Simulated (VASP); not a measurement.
Set up this calculation in VASP 6.6.1, as the native input.

```
Task                   : single point
Functional             : r2SCAN
Potentials or basis    : VASP PAW PBE potentials, release 64 (H, Pd, Ge_d)
Cutoff                 : 520 eV
k mesh                 : 5 × 5 × 3
Occupations            : methfessel-paxton, width 0.1377 eV
Spin                   : no spin polarisation
Dipole correction      : no
Further INCAR settings : ALGO = Normal; EDIFF = 1e-06; NBANDS = 47
```

Crystal: GeH2Pd2.

```
H Pd Ge
1.0
     0.00000    4.42389    0.00000
     5.36188   -2.21194   -0.24819
     2.39069    0.00000   -4.92298
H Pd Ge
4 4 2
Cartesian
  4.1217 -0.4275 -3.4534
  4.8262 1.7844 -4.1793
  3.6308 2.6395 -1.7178
  2.9264 0.4275 -0.9919
  3.7156 0.6182 -4.8885
  5.2323 -1.5937 -2.7442
  4.0370 1.5937 -0.2827
  2.5203 3.8057 -2.4270
  1.7930 1.6653 -3.6922
  0.5977 2.7586 -1.2307
```

One way to write it, as run:

POSCAR

```
GeH2Pd2
1.0
    0.0000000000      4.4238881107      0.0000000000
    5.3618767479     -2.2119440554     -0.2481853682
    2.3906941708      0.0000000000     -4.9229841421
H Pd Ge
4 4 2
Direct
    0.1365724336      0.4664273714      0.6779625463
    0.6701450622      0.5335726286      0.8220374537
    0.8634275664      0.5335726286      0.3220374537
    0.3298549378      0.4664273714      0.1779625463
    0.2677376082      0.2559809643      0.9800820429
    0.0117566439      0.7440190357      0.5199179571
    0.7322623918      0.7440190357      0.0199179571
    0.9882433561      0.2559809643      0.4800820429
    0.3764309327      0.0000000000      0.7500000000
    0.6235690673      0.0000000000      0.2500000000
```

INCAR.step1

```
SYSTEM = GeH2Pd2
ALGO     = Normal         ! electronic algorithm
EDIFF    = 1E-4           ! SCF threshold, eV
ENCUT    = 520            ! plane-wave cutoff, eV
GGA      = PE             ! functional
ISMEAR   = 1              ! smearing method
LASPH    = .True.         ! aspherical terms in the spheres
LCHARG   = .False.        ! write CHGCAR
LREAL    = .False.        ! projectors in reciprocal space
LWAVE    = .True.         ! write WAVECAR
NBANDS   = 47             ! bands
NELM     = 100            ! most SCF steps
PREC     = Accurate       ! precision mode
SIGMA    = 0.1377         ! smearing width, eV
```

INCAR.step2

```
SYSTEM = GeH2Pd2
ALGO     = Normal         ! electronic algorithm
EDIFF    = 1E-6           ! SCF threshold, eV
ENCUT    = 520            ! plane-wave cutoff, eV
ISIF     = 2              ! what is computed and relaxed
ISMEAR   = 1              ! smearing method
ISTART   = 1            
LASPH    = .True.         ! aspherical terms in the spheres
LCHARG   = .False.        ! write CHGCAR
LMIXTAU  = .True.       
LREAL    = .False.        ! projectors in reciprocal space
LWAVE    = .False.        ! write WAVECAR
METAGGA  = R2SCAN         ! meta-GGA
NBANDS   = 47             ! bands
NELM     = 100            ! most SCF steps
PREC     = Accurate       ! precision mode
SIGMA    = 0.1377         ! smearing width, eV
```

KPOINTS

```
k-points
0
Gamma
  5 5 3
  0 0 0
```

Potentials or basis: VASP PAW PBE potentials, release 64 (H, Pd, Ge_d).

Command:

```sh
$ cat potpaw_PBE.64/H/POTCAR potpaw_PBE.64/Pd/POTCAR potpaw_PBE.64/Ge_d/POTCAR > POTCAR
$ cp INCAR.step1 INCAR
$ mpirun -np 1 vasp_std > vasp.out
$ cp INCAR.step2 INCAR
$ mpirun -np 1 vasp_std > vasp.out
```

It gave:

```json
{
 "Pressure": "0.2 GPa",
 "Largest force": "0.018 eV/Å",
 "Band gap on the k mesh": "zero (bands 36 and 37 overlap by 1.94 eV)"
}
```

Caveat: the k points lie up to 0.39 Å⁻¹ apart, too coarse for converged energies and pressures of a metal; the PAW data sets were made with another functional, which shifts forces and pressure a little.

Run time: 7.7 min on 1 thread of AMD EPYC 7R13 Processor (Zen 3), on a shared host, peak memory 0.32 GiB.
